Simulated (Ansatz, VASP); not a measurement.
# As2CO3: VASP beside Ansatz

INCAR

```
ALGO = Fast ; EDIFF = 1E-6
ENCUT = 520 ; GGA = PE
ISIF = 2 ; ISMEAR = 0
LASPH = True ; LCHARG = True
LELF = True ; LREAL = False
LVHAR = True ; LWAVE = False
NBANDS = 25 ; NELM = 100
PREC = Accurate ; SIGMA = 0.1
```

File KPOINTS:

```
k-points
0
Gamma
  6 6 4
```

File POSCAR:

```
As2CO3
1.0
    3.3375239000      0.0000000000      0.0000000000
    0.0000000000      3.3375239000      0.0000000000
    0.0000000000      0.0000000000      7.3146204300
As C O
2 1 3
Direct
    0.0000000000      0.5000000000      0.7340000300
    0.5000000000      0.0000000000      0.2659999700
    0.0000000000      0.0000000000      0.0000000000
    0.5000000000      0.5000000000      0.0000000000
    0.0000000000      0.5000000000      0.3820000000
    0.5000000000      0.0000000000      0.6180000000
```

Input for Ansatz:

```yaml
crystal:
  lattice:
    - [3.3375239, 0.0, 0.0]
    - [0.0, 3.3375239, 0.0]
    - [0.0, 0.0, 7.31462043]
  atoms:
    - { symbol: As, position: [0.0, 0.5, 0.73400003] }
    - { symbol: As, position: [0.5, 0.0, 0.26599997] }
    - { symbol: C, position: [0.0, 0.0, 0.0] }
    - { symbol: O, position: [0.5, 0.5, 0.0] }
    - { symbol: O, position: [0.0, 0.5, 0.382] }
    - { symbol: O, position: [0.5, 0.0, 0.618] }
basis:
  ecutwfc: 420
kpoints:
  mp_grid: { grid: [6, 6, 4] }
hamiltonian:
  xc: pbe
scf:
  occupations: { method: gaussian, width: 0.1 }
  lower_state_search: "off"
output:
  forces: true
  stress: true
  eigenvalues: true
```

Change from the starting cell: species swapped into the Hf2CuSb3 type (P-4m2, No. 115).

Alike in both runs: task single point; functional PBE; k mesh 6 × 6 × 4; occupations gaussian, width 0.1 eV; no spin polarisation.

```csv
,VASP,Ansatz
version,VASP 6.6.1,Ansatz 0.2.0
potentials or method,"VASP PAW PBE potentials, release 64 (As, C, O), cutoff 520 eV","scalar-relativistic, plane waves, PAW"
valence electrons in the cell,32,52
```

Ansatz gave:

- gap on the k mesh at the Fermi level (eV): none
- pressure (GPa): -24.5
- traceless stress, the component that is largest in VASP (GPa): 1.58
- rms of the force components (eV/Å): 0.477

**Question.** What did VASP give for the same quantities?

**Answer.** gap on the k mesh at the Fermi level (eV): none; pressure (GPa): -24.7; traceless stress, the component that is largest in VASP (GPa): 1.57; rms of the force components (eV/Å): 0.478.

Atom by atom the forces differ by 0.002 eV/Å (rms over components). A gap of «none» marks a metal or a gap that the smearing closes. The functional is the same, so the differences come from potentials, cutoffs and numerics. VASP's potentials hold 32 valence electrons a cell and Ansatz's 52, so a difference there can come from the potentials and not from the codes.
